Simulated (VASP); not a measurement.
Here is a VASP 6.6.1 calculation.

Contents of INCAR:

```
  ALGO = Normal
  EDIFF = 1E-6
  ENCUT = 520
  GGA = PE
  ISIF = 2
  ISMEAR = 0
  LASPH = T
  LCHARG = F
  LREAL = F
  LWAVE = F
  NBANDS = 42
  NELM = 80
  PREC = Accurate
  SIGMA = 0.1
```

KPOINTS

```
k-points
0
Gamma
  9 9 6
```

File POSCAR:

```
VSi2
1.0
    4.6514783361      0.0000000000      0.0000000000
   -2.3257391680      4.0282984042      0.0000000000
    0.0000000000      0.0000000000      6.8668224000
V Si
3 6
Direct
    0.5000000000      0.0000000000      0.0000000000
    0.5000000000      0.5000000000      0.6666666667
    0.0000000000      0.5000000000      0.3333333333
    0.1239400127      0.2478800254      0.0000000000
    0.8760599873      0.1239400127      0.6666666667
    0.7521199746      0.8760599873      0.3333333333
    0.8760599873      0.7521199746      0.0000000000
    0.1239400127      0.8760599873      0.6666666667
    0.2478800254      0.1239400127      0.3333333333
```

Potentials or basis: VASP PAW PBE potentials, release 64 (V_sv, Si).

Run with:

```console
$ cat potpaw_PBE.64/V_sv/POTCAR potpaw_PBE.64/Si/POTCAR > POTCAR
$ mpirun -np 1 vasp_std > vasp.out
```

Problem. What does it give for the largest force?

Solution. 8.565 eV/Å.

Problem. What does it give for the band gap on the k mesh?

Solution. Zero (an odd number of electrons rules out a gap without spin polarisation).

Problem. What does it give for the pressure?

Solution. 3.7 GPa.

Forces on the atoms (eV/Å):
```
V    0.000  0.000  0.000
V    0.000  0.000  0.000
V    0.000  0.000  0.000
Si   0.000  8.565  0.000
Si  -7.417  4.282  0.000
Si  -7.417 -4.282  0.000
Si   0.000 -8.565  0.000
Si   7.417 -4.282  0.000
Si   7.417  4.282  0.000
```

Caveat: the cell differs from its parent crystal (strained and its atoms moved); the cell stands under pressure; forces of over 1 eV/Å act on the atoms, so gaps and moduli don't describe the material at rest.
